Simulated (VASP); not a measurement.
Set up this calculation in VASP 6.6.1, as the native input.

```yaml
Task: single point
Functional: PBE
Potentials_or_basis: VASP PAW PBE potentials, release 64 (Ba_sv, Be, C)
Cutoff: 520 eV
k_mesh: 4 × 4 × 4
Occupations: gaussian, width 0.1 eV
Spin: no spin polarisation
Dipole_correction: no
Further_INCAR_settings: ALGO = Normal; EDIFF = 1e-06; NBANDS = 25
```

The structure of BaBeC5 lies in POSCAR:

```
BaBeC5
1.0
    3.8845199000      0.0000000000      0.0000000000
    0.0000000000      3.8845199000      0.0000000000
    0.0000000000      0.0000000000      6.8168719700
Ba Be C
1 1 5
Direct
    0.0000000000      0.0000000000      0.5000000000
    0.5000000000      0.5000000000      0.0000000000
    0.0000000000      0.5000000000      0.2924455100
    0.0000000000      0.5000000000      0.7075544900
    0.5000000000      0.0000000000      0.2924455100
    0.5000000000      0.0000000000      0.7075544900
    0.0000000000      0.0000000000      0.0000000000
```

These files were run (other wordings do the same):

INCAR

```
SYSTEM = BaBeC5
PREC = Accurate
ENCUT = 520
EDIFF = 1E-6
ISMEAR = 0
SIGMA = 0.1
LREAL = .FALSE.
LASPH = .TRUE.
NELM = 60
ALGO = Normal
ISIF = 2
LWAVE = .FALSE.
LCHARG = .FALSE.
GGA = PE
NBANDS = 25
```

KPOINTS

```
regular mesh
0
G
  4 4 4
  0 0 0
```

Potentials or basis: VASP PAW PBE potentials, release 64 (Ba_sv, Be, C).

Run with:

```console
$ cat potpaw_PBE.64/Ba_sv/POTCAR potpaw_PBE.64/Be/POTCAR potpaw_PBE.64/C/POTCAR > POTCAR
$ mpirun -np 1 vasp_std > vasp.out
```

Results of the run:

```yaml
Pressure: -1.1 GPa
Largest_force: 3.284 eV/Å
Band_gap_on_the_k_mesh: zero (band 16 reaches 3.24 eV, above the bottom of band 17 at 2.11 eV)
```

Caveat: the k points lie up to 0.40 Å⁻¹ apart; spin-orbit coupling is left out, which moves the levels of the heavy elements; forces of over 1 eV/Å act on the atoms, so gaps and moduli don't describe the material at rest.

It took 34 s on 1 thread of Intel(R) Xeon(R) 6975P-C (Granite Rapids), with other jobs on the host, peak memory 0.22 GiB.
